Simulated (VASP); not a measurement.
# MgO: dielectric tensor with r2SCAN

The system is MgO.

```
Mg O
1.0
     0.00000    2.08115    2.11543
     2.08115    0.00000    2.11543
     2.08115    2.08115    0.00000
Mg O
1 1
Direct
  0.00000 0.00000 0.00000
  0.50000 0.50000 0.50000
```

This cell differs from its parent crystal: epitaxial xy strain -1.0%.

| Item | Value |
| --- | --- |
| Program | VASP 6.6.1 |
| Task | dielectric tensor |
| Functional | r2SCAN |
| Potentials or basis | VASP PAW PBE potentials, release 64 (Mg, O) |
| Cutoff | 520 eV |
| k mesh | 8 × 8 × 8 |
| Occupations | gaussian, width 0.01 eV |
| Spin | no spin polarisation |
| Dipole correction | no |
| Further INCAR settings | ALGO = Normal; EDIFF = 1e-08 |

```json
{
 "Band gap on the k mesh": "5.78 eV",
 "Electronic dielectric tensor (diagonal)": "2.90, 2.90, 2.93",
 "Born charges (mean of the diagonal)": "Mg +1.93; O -1.93 e"
}
```

Levels at points of the mesh, in eV from the valence-band top:
```csv
k point,band 1,band 2,band 3,band 4,band 5,band 6,band 7,band 8
"(0.00, 0.00, 0.00)",-18.32,-0.03,-0.03,0.00,5.78,16.81,16.99,16.99
"(0.50, 0.00, 0.00)",-17.03,-4.72,-0.74,-0.70,8.90,14.01,17.42,17.80
"(0.50, 0.50, 0.00)",-16.80,-4.24,-1.38,-1.38,10.15,11.28,14.34,20.79
"(0.50, 0.00, 0.50)",-16.75,-4.18,-1.50,-1.40,9.98,11.25,14.56,20.43
```

Electronic dielectric tensor:
```
2.90 0.00 0.00
0.00 2.90 0.00
0.00 0.00 2.93
```

Born effective charge tensors (e):
atom 1, Mg
```
1.93 0.00 0.00
0.00 1.93 0.00
0.00 0.00 1.95
```
atom 2, O
```
-1.93  0.00  0.00
 0.00 -1.93  0.00
 0.00  0.00 -1.95
```

Dipole moments of the cell (e·Å, modulo the quantum): ionic -12.487, -12.487, -12.693; electronic 0.000, 0.000, 0.002

It took 15 min on 1 thread of AMD EPYC 9R45 96-Core Processor (Zen 5) (shared host), peak memory 0.28 GiB.

Caveat: the cell differs from its parent crystal (epitaxial xy strain -1.0%).
